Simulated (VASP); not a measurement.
# Bi2Te2Se (P6_3/mmc) in VASP: single point with r2SCAN+rVV10

Aim: the single point of Bi2Te2Se with r2SCAN+rVV10.

All numbers are computed with VASP 6.6.1; they aren't measurements. Logs are shortened: lines on timing, memory, paths and dates and some standing lists are left out, and cuts for length are marked.

## Step 1: The cell of the first run

Symmetry: P6_3/mmc, No. 194, hexagonal system. Conventional cell: a = 4.281 Å, b = 4.281 Å, c = 20.872 Å, α = 90.00°, β = 90.00°, γ = 120.00°. Bi (site symmetry 3m) has 3 Te at 3.04 Å and 3 Se at 3.12 Å and 1 Bi at 3.82 Å within 4.0 Å. Within 4.0 Å of Te (site symmetry 3m) lie 3 Bi at 3.04 Å and 3 Te at 3.96 Å. Se (site symmetry -6m2) has 6 Bi at 3.12 Å within 4.1 Å.

## Step 2: Single point, r2SCAN+rVV10

Contents of POSCAR:

```
Bi2Te2Se
1.0
    4.2812383108      0.0000000000      0.0000000000
   -2.1406191554      3.7076611368      0.0000000000
    0.0000000000      0.0000000000     20.8722567605
Bi Te Se
4 4 2
Direct
    0.0000000000      0.0000000000      0.6585632014
    0.0000000000      0.0000000000      0.3414367986
    0.0000000000      0.0000000000      0.1585632014
    0.0000000000      0.0000000000      0.8414367986
    0.6666666667      0.3333333333      0.0740105589
    0.3333333333      0.6666666667      0.9259894411
    0.3333333333      0.6666666667      0.5740105589
    0.6666666667      0.3333333333      0.4259894411
    0.6666666667      0.3333333333      0.7500000000
    0.3333333333      0.6666666667      0.2500000000
```

Contents of INCAR.step1:

```
PREC     = Accurate       # precision mode
ENCUT    = 550            # plane-wave cutoff, eV
ISMEAR   = -1             # smearing method
SIGMA    = 0.03           # smearing width, eV
LREAL    = False          # projectors in reciprocal space
LASPH    = True           # aspherical terms in the spheres
NELM     = 120            # most SCF steps
NBANDS   = 59             # bands
GGA      = PE             # functional
ALGO     = Normal         # electronic algorithm
EDIFF    = 1E-5           # SCF threshold, eV
LWAVE    = True           # write WAVECAR
LCHARG   = False          # write CHGCAR
GGA_COMPAT= False
```

Contents of INCAR.step2:

```
PREC     = Accurate       # precision mode
ENCUT    = 550            # plane-wave cutoff, eV
EDIFF    = 1E-6           # SCF threshold, eV
ISMEAR   = -1             # smearing method
SIGMA    = 0.03           # smearing width, eV
LREAL    = False          # projectors in reciprocal space
LASPH    = True           # aspherical terms in the spheres
NELM     = 120            # most SCF steps
ALGO     = Normal         # electronic algorithm
ISIF     = 2              # what is computed and relaxed
LWAVE    = False          # write WAVECAR
LCHARG   = False          # write CHGCAR
METAGGA  = R2SCAN         # meta-GGA
LMIXTAU  = True         
LUSE_VDW = True         
IVDW_NL  = 2            
BPARAM   = 11.95        
CPARAM   = 0.0093       
NBANDS   = 59             # bands
ISTART   = 1            
GGA_COMPAT= False
```

Contents of KPOINTS:

```
regular mesh
0
Gamma
  6 6 2
```

Potentials or basis: VASP PAW PBE potentials, release 64 (Bi_d, Te, Se).

The run is started by

```
cat potpaw_PBE.64/Bi_d/POTCAR potpaw_PBE.64/Te/POTCAR potpaw_PBE.64/Se/POTCAR > POTCAR
cp INCAR.step1 INCAR
mpirun -np 1 vasp_std > vasp.out
cp INCAR.step2 INCAR
mpirun -np 1 vasp_std > vasp.out
```

OUTCAR:

```text
PREC = Accurate
   ENCUT = 550
   EDIFF = 1E-6
   ISMEAR = -1
   LREAL = False
   LASPH = True
   NELM = 120
   ISIF = 2
   METAGGA = R2SCAN
   IVDW_NL = 2
   BPARAM = 11.95
   ISTART = 1

 ion  position               nearest neighbor table
   1  0.000  0.000  0.659-   7 3.04   7 3.04   7 3.04   9 3.12   9 3.12   9 3.12   4 3.82
   2  0.000  0.000  0.341-   8 3.04   8 3.04   8 3.04  10 3.12  10 3.12  10 3.12   3 3.82
   3  0.000  0.000  0.159-   5 3.04   5 3.04   5 3.04  10 3.12  10 3.12  10 3.12   2 3.82
   4  0.000  0.000  0.841-   6 3.04   6 3.04   6 3.04   9 3.12   9 3.12   9 3.12   1 3.82
   5  0.667  0.333  0.074-   3 3.04   3 3.04   3 3.04
   6  0.333  0.667  0.926-   4 3.04   4 3.04   4 3.04
   7  0.333  0.667  0.574-   1 3.04   1 3.04   1 3.04
   8  0.667  0.333  0.426-   2 3.04   2 3.04   2 3.04
   9  0.667  0.333  0.750-   1 3.12   4 3.12   1 3.12   4 3.12   1 3.12   4 3.12
  10  0.333  0.667  0.250-   2 3.12   3 3.12   2 3.12   3 3.12   2 3.12   3 3.12

  LATTYP: Found a hexagonal cell.
 ALAT       =     4.2812383108
 C/A-ratio  =     4.8752849632

  Lattice vectors:

 A1 = (   4.2812383108,   0.0000000000,   0.0000000000)
 A2 = (  -2.1406191554,   3.7076611368,   0.0000000000)
 A3 = (   0.0000000000,   0.0000000000,  20.8722567605)

Analysis of symmetry for initial positions (statically):
=====================================================================
 Subroutine PRICEL returns:
 Original cell was already a primitive cell.

 Routine SETGRP: Setting up the symmetry group for a
 hexagonal supercell.

 Subroutine GETGRP returns: Found 24 space group operations
 (whereof 12 operations were pure point group operations)
 out of a pool of 24 trial point group operations.

The static configuration has the point symmetry D_3d.
 The point group associated with its full space group is D_6h.

Analysis of symmetry for dynamics (positions and initial velocities):
=====================================================================
 Subroutine PRICEL returns:
 Original cell was already a primitive cell.

 Routine SETGRP: Setting up the symmetry group for a
 hexagonal supercell.

 Subroutine GETGRP returns: Found 24 space group operations
 (whereof 12 operations were pure point group operations)
 out of a pool of 24 trial point group operations.

The dynamic configuration has the point symmetry D_3d.
 The point group associated with its full space group is D_6h.

 Subroutine INISYM returns: Found 24 space group operations
 (whereof 12 operations are pure point group operations),
 and found     1 'primitive' translations

----------------------------------------------------------------------------------------

                                     Primitive cell

  volume of cell :     331.3133

  direct lattice vectors                    reciprocal lattice vectors
     4.281238311  0.000000000  0.000000000     0.233577280  0.134855906  0.000000000
    -2.140619155  3.707661137  0.000000000     0.000000000  0.269711811  0.000000000
     0.000000000  0.000000000 20.872256761     0.000000000  0.000000000  0.047910488

  length of vectors
     4.281238311  4.281238311 20.872256761     0.269711811  0.269711811  0.047910488

  position of ions in fractional coordinates (direct lattice)
     0.000000000  0.000000000  0.658563201
     0.000000000  0.000000000  0.341436799
     0.000000000  0.000000000  0.158563201
     0.000000000  0.000000000  0.841436799
     0.666666667  0.333333333  0.074010559
     0.333333333  0.666666667  0.925989441
     0.333333333  0.666666667  0.574010559
     0.666666667  0.333333333  0.425989441
     0.666666667  0.333333333  0.750000000
     0.333333333  0.666666667  0.250000000

  ion indices of the primitive-cell ions
   primitive index   ion index
                 1           1
                 2           2
                 3           3
                 4           4
                 5           5
                 6           6
                 7           7
                 8           8
                 9           9
                10          10

----------------------------------------------------------------------------------------

 KPOINTS: regular mesh

Automatic generation of k-mesh.
 Grid dimensions read from file:
 generate k-points for:    6    6    2

 Generating k-lattice:

  Cartesian coordinates                     Fractional coordinates (reciprocal lattice)
     0.038929547  0.022475984  0.000000000     0.166666667  0.000000000  0.000000000
     0.000000000  0.044951969  0.000000000     0.000000000  0.166666667  0.000000000
     0.000000000  0.000000000  0.023955244     0.000000000  0.000000000  0.500000000

  Length of vectors
     0.044951969  0.044951969  0.023955244

  Shift w.r.t. Gamma in fractional coordinates (k-lattice)
     0.000000000  0.000000000  0.000000000

 Subroutine IBZKPT returns following result:
 ===========================================

 Found     14 irreducible k-points:

 Following reciprocal coordinates:
            Coordinates               Weight
  0.000000  0.000000  0.000000      1.000000
  0.166667 -0.000000  0.000000      6.000000
  0.333333 -0.000000  0.000000      6.000000
  0.500000 -0.000000  0.000000      3.000000
  0.166667  0.166667  0.000000      6.000000
  0.333333  0.166667  0.000000     12.000000
  0.333333  0.333333  0.000000      2.000000
  0.000000  0.000000  0.500000      1.000000
  0.166667 -0.000000  0.500000      6.000000
  0.333333 -0.000000  0.500000      6.000000
  0.500000 -0.000000  0.500000      3.000000
  0.166667  0.166667  0.500000      6.000000
  0.333333  0.166667  0.500000     12.000000
  0.333333  0.333333  0.500000      2.000000
   k-points           NKPTS =     14   k-points in BZ     NKDIM =     14   number of bands    NBANDS=     59
   number of dos      NEDOS =    301   number of ions     NIONS =     10
   total plane-waves  NPLWV = 207360
   dimension x,y,z NGX =    36 NGY =   36 NGZ =  160
   dimension x,y,z NGXF=    72 NGYF=   72 NGZF=  320
   ions per type =               4   4   2
   NGX,Y,Z   is equivalent  to a cutoff of  13.98, 13.98, 12.74 a.u.
   NGXF,Y,Z  is equivalent  to a cutoff of  27.96, 27.96, 25.49 a.u.
 SYSTEM =  unknown system
   PREC   = accura    normal or accurate (medium, high low for compatibility)
   ISTART =      1    job   : 0-new  1-cont  2-samecut
   ICHARG =      0    charge: 1-file 2-atom 10-const
   ISPIN  =      1    spin polarized calculation?
   LNONCOLLINEAR =      F non collinear calculations
   LSORBIT =      F    spin-orbit coupling
   LASPH  =      T    aspherical Exc in radial PAW
   ENCUT  =  550.0 eV  40.42 Ry    6.36 a.u.   8.19  8.19 39.91*2*pi/ulx,y,z
   NELM   =    120;   NELMIN=  2; NELMDL=  0     # of ELM steps
   EDIFF  = 0.1E-05   stopping-criterion for ELM
   LREAL  =      F    real-space projection
   EDIFFG = 0.1E-04   stopping-criterion for IOM
   NSW    =      0    number of steps for IOM
   IBRION =     -1    ionic relax: 0-MD 1-quasi-New 2-CG
   NFREE  =      0    steps in history (QN), initial steepest desc. (CG)
   ISIF   =      2    stress and relaxation
   ISYM   =      2    0-nonsym 1-usesym 2-fastsym
   POTIM  = 0.5000    time-step for ionic-motion
   TEBEG  =    0.0;   TEEND  =   0.0 temperature during run
   PSTRESS=    0.0 pullay stress
   NELECT =      96.0000    total number of electrons
   NUPDOWN=      -1.0000    fix difference up-down
   EMIN   =  10.00;   EMAX   =-10.00  energy-range for DOS
   EFERMI =   0.00;   METHOD = LEGACY
   ISMEAR =    -1;   SIGMA  =   0.03  broadening in eV -4-tet -1-fermi 0-gaus
   EFERMI_NEDOS =   21; number of points for ismear=-14 and -15
   IALGO  =     38    algorithm
   IMIX   =      4    mixing-type and parameters
     AMIX     =   0.40;   BMIX     =  1.00
     AMIX_MAG =   1.60;   BMIX_MAG =  1.00
  volume/ion in A,a.u.               =      33.13       223.58
  Fermi-wavevector in a.u.,A,eV,Ry     =   1.083309  2.047157 15.967227  1.173558
  Thomas-Fermi vector in A             =   2.219372
   LORBIT       =      0    0 simple, 1 ext, 2 COOP (PROOUT), +10 PAW based schemes
   METAGGA = R2SCAN    functional components
   LHFCALC =     F    Hartree Fock is set to
   AEXX    =    0.0000 exact exchange contribution
   IVDW_NL    =     2    kernel type
   BPARAM     =11.9500
   IVDW    =     0    specifies the selected vdW correction
   LEPSILON=     F    determine dielectric tensor
   LRPA    =     F    only Hartree local field effects (RPA)
 non-spin polarized calculation
  energy-cutoff  :      550.00
  volume of cell :      331.31
 maximum number of plane-waves:      9740
 NGX is ok and might be reduce to    36
   NGX = 17   NGY = 17   NGZ = 79

 number of electron      96.0000008 magnetization

 Free energy of the ion-electron system (eV)
  ---------------------------------------------------
  ext. energy  EPLUGINS =         0.00000000
  ---------------------------------------------------
  free energy    TOTEN  =      -364.90130392 eV

  energy without entropy =     -364.90124428  energy(sigma->0) =     -364.90127410

 E-fermi :   5.5105     XC(G=0):  -9.7578

 val. band max:        5.3563312096   @ k =   0.0000   0.0000   0.0000
 cond. band min:       5.6647103954   @ k =   0.0000   0.0000   0.0000
 fundamental gap:      0.3083791858
 Fermi energy:         5.5105204911

 k-point     1 :       0.0000    0.0000    0.0000
  band No.  band energies     occupation
      1     -18.6062      2.00000
      2     -18.6062      2.00000
      3     -18.6023      2.00000
      4     -18.6023      2.00000
      5     -18.6023      2.00000
      6     -18.6023      2.00000
[... 51 lines left out ...]
     58       7.3762      0.00000
     59       7.7029      0.00000

 k-point     2 :       0.1667   -0.0000    0.0000
  band No.  band energies     occupation
      1     -18.6070      2.00000
      2     -18.6070      2.00000
      3     -18.6028      2.00000
      4     -18.6028      2.00000
      5     -18.6007      2.00000
      6     -18.6006      2.00000
[... 740 lines left out ...]
      3     -18.6067      2.00000
      4     -18.6067      2.00000
      5     -18.6022      2.00000
      6     -18.6022      2.00000
[... 51 lines left out ...]
     58       9.0163      0.00000
     59       9.7772      0.00000

------------------------ aborting loop because EDIFF is reached ----------------------------------------

  FORCE on cell =-STRESS in cart. coord.  units (eV):
  Direction    XX          YY          ZZ          XY          YZ          ZX
  --------------------------------------------------------------------------------------
  -------------------------------------------------------------------------------------
  Total        0.3373096      0.3373096      0.3398500      0.0000000     -0.0000000      0.0000000
  in kB        1.6311747      1.6311747      1.6434593      0.0000000     -0.0000000      0.0000000
  external PRESSURE =       1.6352696 kB  Pullay stress =       0.0000000 kB

 VOLUME and BASIS-vectors are now :
 -----------------------------------------------------------------------------
  energy-cutoff  :      550.00
  volume of cell :      331.31
      direct lattice vectors                 reciprocal lattice vectors
     4.281238311  0.000000000  0.000000000     0.233577280  0.134855906  0.000000000
    -2.140619155  3.707661137  0.000000000     0.000000000  0.269711811  0.000000000
     0.000000000  0.000000000 20.872256761     0.000000000  0.000000000  0.047910488

 POSITION                                       TOTAL-FORCE (eV/Angst)
 -----------------------------------------------------------------------------------
      0.00000      0.00000     13.74570        -0.000000     -0.000000      0.016088
      0.00000      0.00000      7.12656         0.000000     -0.000000     -0.016088
      0.00000      0.00000      3.30957        -0.000000     -0.000000      0.016088
      0.00000      0.00000     17.56268        -0.000000      0.000000     -0.016088
      2.14062      1.23589      1.54477         0.000000     -0.000000     -0.035605
     -0.00000      2.47177     19.32749        -0.000000      0.000000      0.035605
     -0.00000      2.47177     11.98090        -0.000000      0.000000     -0.035605
      2.14062      1.23589      8.89136         0.000000     -0.000000      0.035605
      2.14062      1.23589     15.65419         0.000000     -0.000000     -0.000000
     -0.00000      2.47177      5.21806        -0.000000      0.000000     -0.000000
 -----------------------------------------------------------------------------------
    total drift:                               -0.000000      0.000000      0.000000

  FREE ENERGIE OF THE ION-ELECTRON SYSTEM (eV)
  ---------------------------------------------------
  free  energy   TOTEN  =      -364.9013039205 eV

  energy  without entropy=     -364.9012442778  energy(sigma->0) =     -364.90127410
```

Wall time 28 min (1 thread of Intel Xeon Platinum 8488C (Sapphire Rapids), shared host); peak memory 1.4 GiB.

What came out:

* Free energy: -364.9013 eV
* Pressure: 0.2 GPa
* Largest force: 0.036 eV/Å
* Band gap on the k mesh: 0.31 eV

Forces on the atoms (eV/Å):
```
Bi   0.000  0.000  0.016
Bi   0.000  0.000 -0.016
Bi   0.000  0.000  0.016
Bi   0.000  0.000 -0.016
Te   0.000  0.000 -0.036
Te   0.000  0.000  0.036
Te   0.000  0.000 -0.036
Te   0.000  0.000  0.036
Se   0.000  0.000  0.000
Se   0.000  0.000  0.000
```

Caveat: the PAW data sets were made with another functional, which shifts forces and pressure a little; spin-orbit coupling is left out, which moves the levels of the heavy elements. A k mesh can miss the band edges.
